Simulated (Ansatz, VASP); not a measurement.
Given: the input of a run of Ansatz 0.2.0 on SiC.

File input.yaml:

```yaml
crystal:
  lattice:
    - [3.116168451, 0.0, 0.0]
    - [-1.5580842255, 2.6986810411, 0.0]
    - [0.0, 0.0, 10.2031701838]
  atoms:
    - { symbol: Si, position: [0.0, 0.0, 0.18789438] }
    - { symbol: Si, position: [0.0, 0.0, 0.68789438] }
    - { symbol: Si, position: [0.3333333333, 0.6666666667, 0.43784198] }
    - { symbol: Si, position: [0.6666666667, 0.3333333333, 0.93784198] }
    - { symbol: C, position: [0.0, 0.0, 0.00046005] }
    - { symbol: C, position: [0.0, 0.0, 0.50046005] }
    - { symbol: C, position: [0.3333333333, 0.6666666667, 0.24980259] }
    - { symbol: C, position: [0.6666666667, 0.3333333333, 0.74980259] }
hamiltonian:
  xc: blyp
  pseudopotentials: { kind: paw }
  dispersion: d4
kpoints:
  mp_grid: { grid: [10, 10, 3] }
scf:
  occupations: { method: fermi_dirac, width: 0.05 }
output:
  forces: true
  stress: true
  eigenvalues: true
```

Potentials or basis: Ansatz PAW.

Launch:

```bash
$ ansatz run input.yaml --threads 2 --pin off --max-ram 5120MiB --backend cpu --events-out ev --progress --plain --runs-dir out
```

Translate it to VASP 6.6.1. Potentials there: VASP PAW PBE potentials, release 64 (Si, C).

As run (the cutoff follows the program's own potentials):

File INCAR:

```
AGGAC = 1.0
AGGAX = 1.0
ALDAC = 0.0
ALDAX = 1.0
ALGO = Normal
EDIFF = 1E-7
ENCUT = 520
GGA = B5
ISIF = 2
ISMEAR = -1
IVDW = 13
LASPH = T
LCHARG = F
LREAL = F
LWAVE = F
NBANDS = 26
NELM = 80
PREC = Accurate
SIGMA = 0.05
VDW_A1 = 0.44488865
VDW_A2 = 4.0933009
VDW_S6 = 1.0
VDW_S8 = 2.34076671
```

The input KPOINTS:

```
k-points
0
Gamma
  10 10 3
```

Contents of POSCAR:

```
SiC
1.0
    3.1161684510      0.0000000000      0.0000000000
   -1.5580842255      2.6986810411      0.0000000000
    0.0000000000      0.0000000000     10.2031701838
Si C
4 4
Direct
    0.0000000000      0.0000000000      0.1878943800
    0.0000000000      0.0000000000      0.6878943800
    0.3333333333      0.6666666667      0.4378419800
    0.6666666667      0.3333333333      0.9378419800
    0.0000000000      0.0000000000      0.0004600500
    0.0000000000      0.0000000000      0.5004600500
    0.3333333333      0.6666666667      0.2498025900
    0.6666666667      0.3333333333      0.7498025900
```

Potentials or basis: VASP PAW PBE potentials, release 64 (Si, C).

The run is started by

```console
$ cat potpaw_PBE.64/Si/POTCAR potpaw_PBE.64/C/POTCAR > POTCAR
$ mpirun -np 1 vasp_std > vasp.out
```

Both were run:

|  | VASP | Ansatz | Ansatz less VASP |
| --- | --- | --- | --- |
| gap on the k mesh at the Fermi level (eV) | 2.52 | 2.51 | -0.006 |
| least direct gap on the mesh (eV) | 3.62 | 3.61 | -0.012 |
| pressure (GPa) | -7.4 | -7.9 | -0.56 |
| traceless stress, the component that is largest in VASP (GPa) | 0.19 | 0.18 | -0.009 |
| rms of the force components (eV/Å) | 0.010 | 0.009 | -0.0006 |

VASP's potentials were made for PBE, not for BLYP. Atom by atom the forces differ by 0.001 eV/Å (rms over components).

Noted on Ansatz's run: odd divisions of the mesh miss points on the zone boundary, where band edges often lie, so the gap on the mesh can be too wide.
